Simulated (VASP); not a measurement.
Re, 1 atom in the cell. Symmetry: Fm-3m, No. 225, cubic system. The conventional cell has a = 4.002 Å, b = 4.002 Å, c = 4.002 Å, α = 90.00°, β = 90.00°, γ = 90.00°. Re (site symmetry m-3m) has 12 Re at 2.83 Å within 3.7 Å. This isn't the form of Re at room conditions, which is hcp.

- Program: VASP 6.6.1
- Task: electric field gradients
- Functional: PBE
- Potentials or basis: VASP PAW PBE potentials, release 64 (Re)
- Cutoff: 520 eV
- k mesh: 14 × 14 × 14
- Occupations: fermi-dirac, width 0.03 eV
- Spin: no spin polarisation
- Dipole correction: no
- Further INCAR settings: ALGO = Normal; EDIFF = 1e-08; NBANDS = 10

Potentials or basis: VASP PAW PBE potentials, release 64 (Re).

Launch:

```console
$ cat potpaw_PBE.64/Re/POTCAR > POTCAR
$ mpirun -np 1 vasp_std > vasp.out
```

Hardware: 1 thread of Intel(R) Xeon(R) 6975P-C (Granite Rapids) (shared host).

Q: How long does it take, and how much memory?

A: Run time: 8.2 s on 1 thread of Intel(R) Xeon(R) 6975P-C (Granite Rapids), with other jobs on the host, peak memory 0.15 GiB. Counts: scf iterations 14, k points 104.
